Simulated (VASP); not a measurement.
# AlRu (P1) in VASP: further runs

The runs below take AlRu through single point, with PBE.

All numbers are computed with VASP 6.6.1; they aren't measurements. Logs are shortened: lines on timing, memory, paths and dates and some standing lists are left out, and cuts for length are marked.

**1. The cell of the first run**

The typed cell holds 2 atoms: a = 2.992 Å, b = 2.992 Å, c = 2.992 Å, α = 90.00°, β = 90.00°, γ = 90.00°.

**2. Single point, PBE (one atom moved)**

Input file INCAR:

```
PREC = Accurate
ENCUT = 520
EDIFF = 1E-6
ISMEAR = 0
SIGMA = 0.1
LREAL = False
LASPH = True
NELM = 80
ALGO = Fast
ISIF = 2
LWAVE = False
LCHARG = True
GGA = PE
LELF = True
LVHAR = True
NBANDS = 16
```

Input file KPOINTS:

```
regular mesh
0
Gamma
  12 12 12
```

Input file POSCAR:

```
AlRu
1.0
    2.9916000000      0.0000000000      0.0000000000
    0.0000000000      2.9916000000      0.0000000000
    0.0000000000      0.0000000000      2.9916000000
Al Ru
1 1
Direct
    0.0000000000      0.0000000000      0.0000000000
    0.5320096270      0.5882905469      0.5830258056
```

Potentials or basis: VASP PAW PBE potentials, release 64 (Al, Ru_pv).

Started as:

```sh
cat potpaw_PBE.64/Al/POTCAR potpaw_PBE.64/Ru_pv/POTCAR > POTCAR
mpirun -np 1 vasp_std > vasp.out
```

OUTCAR:

```text
PREC = Accurate
   ENCUT = 520
   EDIFF = 1E-6
   ISMEAR = 0
   LREAL = False
   LASPH = True
   NELM = 80
   ISIF = 2
   GGA = PE

 ion  position               nearest neighbor table
   1  0.000  0.000  0.000-   2 2.24   2 2.37   2 2.55   2 2.57   2 2.66   2 2.68   2 2.85   2 2.94

   2  0.532  0.588  0.583-   1 2.24   1 2.37   1 2.55   1 2.57   1 2.66   1 2.68   1 2.85   1 2.94

  LATTYP: Found a simple cubic cell.
 ALAT       =     2.9916000000

  Lattice vectors:

 A1 = (   2.9916000000,   0.0000000000,   0.0000000000)
 A2 = (   0.0000000000,   2.9916000000,   0.0000000000)
 A3 = (   0.0000000000,   0.0000000000,   2.9916000000)

Analysis of symmetry for initial positions (statically):
=====================================================================
 Subroutine PRICEL returns:
 Original cell was already a primitive cell.

 Routine SETGRP: Setting up the symmetry group for a
 simple cubic supercell.

 Subroutine GETGRP returns: Found  1 space group operations
 (whereof  1 operations were pure point group operations)
 out of a pool of 48 trial point group operations.

The static configuration has the point symmetry C_1 .

Analysis of symmetry for dynamics (positions and initial velocities):
=====================================================================
 Subroutine PRICEL returns:
 Original cell was already a primitive cell.

 Routine SETGRP: Setting up the symmetry group for a
 simple cubic supercell.

 Subroutine GETGRP returns: Found  1 space group operations
 (whereof  1 operations were pure point group operations)
 out of a pool of 48 trial point group operations.

The dynamic configuration has the point symmetry C_1 .

 Subroutine INISYM returns: Found  1 space group operations
 (whereof  1 operations are pure point group operations),
 and found     1 'primitive' translations

----------------------------------------------------------------------------------------

                                     Primitive cell

  volume of cell :      26.7738

  direct lattice vectors                    reciprocal lattice vectors
     2.991600000  0.000000000  0.000000000     0.334269287  0.000000000  0.000000000
     0.000000000  2.991600000  0.000000000     0.000000000  0.334269287  0.000000000
     0.000000000  0.000000000  2.991600000     0.000000000  0.000000000  0.334269287

  length of vectors
     2.991600000  2.991600000  2.991600000     0.334269287  0.334269287  0.334269287

  position of ions in fractional coordinates (direct lattice)
     0.000000000  0.000000000  0.000000000
[... 81 lines left out ...]
   NSW    =      0    number of steps for IOM
   IBRION =     -1    ionic relax: 0-MD 1-quasi-New 2-CG
   NFREE  =      0    steps in history (QN), initial steepest desc. (CG)
   ISIF   =      2    stress and relaxation
   ISYM   =      2    0-nonsym 1-usesym 2-fastsym
   POTIM  = 0.5000    time-step for ionic-motion
   TEBEG  =    0.0;   TEEND  =   0.0 temperature during run
   PSTRESS=    0.0 pullay stress
   NELECT =      17.0000    total number of electrons
   NUPDOWN=      -1.0000    fix difference up-down
   EMIN   =  10.00;   EMAX   =-10.00  energy-range for DOS
   EFERMI =   0.00;   METHOD = LEGACY
   ISMEAR =     0;   SIGMA  =   0.10  broadening in eV -4-tet -1-fermi 0-gaus
   EFERMI_NEDOS =   21; number of points for ismear=-14 and -15
   IALGO  =     68    algorithm
   IMIX   =      4    mixing-type and parameters
     AMIX     =   0.40;   BMIX     =  1.00
     AMIX_MAG =   1.60;   BMIX_MAG =  1.00
  volume/ion in A,a.u.               =      13.39        90.34
  Fermi-wavevector in a.u.,A,eV,Ry     =   1.407087  2.659009 26.938090  1.979894
  Thomas-Fermi vector in A             =   2.529382
   LORBIT       =      0    0 simple, 1 ext, 2 COOP (PROOUT), +10 PAW based schemes
   GGA     = PE    functional components
   LHFCALC =     F    Hartree Fock is set to
   AEXX    =    0.0000 exact exchange contribution
   IVDW    =     0    specifies the selected vdW correction
   LEPSILON=     F    determine dielectric tensor
   LRPA    =     F    only Hartree local field effects (RPA)
 non-spin polarized calculation
 RMM-DIIS sequential band-by-band and
 Gauss-broadening in eV      SIGMA  =   0.10
  energy-cutoff  :      520.00
  volume of cell :       26.77
 maximum number of plane-waves:       739
 NGX is ok and might be reduce to    24
   NGX = 11   NGY = 11   NGZ = 11

 number of electron      17.0000000 magnetization

 Free energy of the ion-electron system (eV)
  ---------------------------------------------------
  ext. energy  EPLUGINS =         0.00000000
  ---------------------------------------------------
  free energy    TOTEN  =       -13.65284317 eV

  energy without entropy =      -13.64602268  energy(sigma->0) =      -13.64943293

 E-fermi :  10.6209     XC(G=0): -12.5236

 val. band max:       10.6185954690   @ k =   0.1667   0.4167   0.3333
 cond. band min:      10.6230018018   @ k =  -0.0833  -0.0833   0.3333
 fundamental gap:      0.0044063329
 Fermi energy:        10.6209291973

 k-point     1 :       0.0000    0.0000    0.0000
  band No.  band energies     occupation
      1     -31.1009      2.00000
      2     -31.0755      2.00000
      3     -31.0515      2.00000
      4       1.0885      2.00000
      5       6.9511      2.00000
      6       7.0148      2.00000
[... 433 lines left out ...]
      3     -31.0543      2.00000
      4       1.3544      2.00000
      5       7.0525      2.00000
      6       7.1076      2.00000
[... 8 lines left out ...]
     15      22.9104      0.00000
     16      25.7713      0.00000

 [... further k-points ...]

------------------------ aborting loop because EDIFF is reached ----------------------------------------

  FORCE on cell =-STRESS in cart. coord.  units (eV):
  Direction    XX          YY          ZZ          XY          YZ          ZX
  --------------------------------------------------------------------------------------
  -------------------------------------------------------------------------------------
  Total        2.9000074      1.9287731      2.0392718      0.8037111      1.7314641      0.7757812
  in kB      173.5398112    115.4200192    122.0323887     48.0950059    103.6128234     46.4236459
  external PRESSURE =     136.9974064 kB  Pullay stress =       0.0000000 kB

 VOLUME and BASIS-vectors are now :
 -----------------------------------------------------------------------------
  energy-cutoff  :      520.00
  volume of cell :       26.77
      direct lattice vectors                 reciprocal lattice vectors
     2.991600000  0.000000000  0.000000000     0.334269287  0.000000000  0.000000000
     0.000000000  2.991600000  0.000000000     0.000000000  0.334269287  0.000000000
     0.000000000  0.000000000  2.991600000     0.000000000  0.000000000  0.334269287

 POSITION                                       TOTAL-FORCE (eV/Angst)
 -----------------------------------------------------------------------------------
      0.00000      0.00000      0.00000         1.091996      2.493409      2.396372
      1.59156      1.75993      1.74418        -1.091996     -2.493409     -2.396372
 -----------------------------------------------------------------------------------
    total drift:                                0.000353      0.000983      0.000896

  FREE ENERGIE OF THE ION-ELECTRON SYSTEM (eV)
  ---------------------------------------------------
  free  energy   TOTEN  =       -13.6528431737 eV

  energy  without entropy=      -13.6460226794  energy(sigma->0) =      -13.64943293
```

stdout:

```text
POSCAR found type information on POSCAR AlRu
 POSCAR found :  2 types and       2 ions
 scaLAPACK will be used
 LDA part: xc-table for (Slater+PW92), standard interpolation
 POSCAR, INCAR and KPOINTS ok, starting setup
 FFT: planning ... GRIDC
 FFT: planning ... GRID_SOFT
 FFT: planning ... GRID
 WAVECAR not read
 entering main loop
```

Run time: 5.8 min. Hardware: 1 thread of Intel Xeon 8259CL, shared host; peak memory 0.45 GiB.

Results:

```yaml
Free_energy: -13.6528 eV
Pressure: 13.7 GPa
Largest_force: 3.627 eV/Å
Band_gap_on_the_k_mesh: zero (an odd number of electrons rules out a gap without spin polarisation)
```

Forces in eV/Å, atoms in the order of the input:
```
Al   1.092  2.493  2.396
Ru  -1.092 -2.493 -2.396
```

Caveat: the cell differs from its parent crystal (one atom moved); the stress differs along the axes, from 12 to 17 GPa; forces of over 1 eV/Å act on the atoms, so gaps and moduli don't describe the material at rest.

**3. Single point, PBE (atoms moved at random and the cell strained at random)**

Input file INCAR:

```
PREC = Accurate ; ENCUT = 520
EDIFF = 1E-6 ; ISMEAR = 0
SIGMA = 0.1 ; LREAL = F
LASPH = T ; NELM = 60
ALGO = Fast ; ISIF = 2
LWAVE = F ; LCHARG = F
GGA = PE ; NBANDS = 16
```

Input file KPOINTS:

```
Automatic mesh
0
Gamma
  12 12 12
```

Input file POSCAR:

```
AlRu
1.0
    3.0543936840     -0.0026026920      0.0149580000
   -0.0026026920      3.0590007480     -0.0003290760
    0.0149580000     -0.0003290760      3.0575049480
Al Ru
1 1
Direct
   -0.0307895441      0.0089316754     -0.0385512769
    0.5307895441      0.4910683246      0.5385512769
```

Potentials or basis: VASP PAW PBE potentials, release 64 (Al, Ru_pv).

Started as:

```sh
cat potpaw_PBE.64/Al/POTCAR potpaw_PBE.64/Ru_pv/POTCAR > POTCAR
mpirun -np 1 vasp_std > vasp.out
```

Run time: 4.9 min. Hardware: 1 thread of Intel Xeon 8259CL, shared host; peak memory 0.46 GiB.

It converged, with:

```
Free energy            : -13.9304 eV
Pressure               : -3.7 GPa
Largest force          : 2.031 eV/Å
Band gap on the k mesh : zero (an odd number of electrons rules out a gap without spin polarisation)
```

Forces in eV/Å, atoms in the order of the input:
```
Al   1.270 -0.417  1.529
Ru  -1.270  0.417 -1.529
```

Stress tensor (GPa, compression positive):
```
-3.85 -1.27  4.43
-1.27 -2.17 -1.69
 4.43 -1.69 -5.06
```

Levels at points of the mesh, in eV from the Fermi level:
```tsv
k point	band 6	band 7	band 8	band 9	band 10	band 11	band 12	band 13
(0.00, 0.00, 0.00)	-3.24	0.04	0.18	0.20	5.90	5.92	6.16	10.71
(0.50, 0.00, 0.00)	-2.56	-1.52	-1.38	0.34	2.12	7.62	10.71	10.75
(0.00, 0.50, 0.00)	-2.54	-1.48	-1.45	0.38	2.05	7.51	10.92	11.08
(0.50, 0.50, 0.00)	-1.56	-1.45	-0.69	-0.61	1.40	4.91	5.45	10.72
(0.00, 0.00, 0.50)	-2.58	-1.48	-1.38	0.33	2.13	7.68	10.62	10.65
(0.50, 0.00, 0.50)	-1.24	-1.20	-1.00	-0.95	1.41	4.93	5.58	10.37
(0.00, 0.50, 0.50)	-1.50	-1.34	-0.81	-0.68	1.39	4.92	5.46	10.61
(0.50, 0.50, 0.50)	-4.17	1.47	1.49	2.13	3.95	3.98	4.14	8.09
```

Caveat: the cell differs from its parent crystal (atoms moved at random and the cell strained at random); the cell stands under tension; forces of over 1 eV/Å act on the atoms, so gaps and moduli don't describe the material at rest.
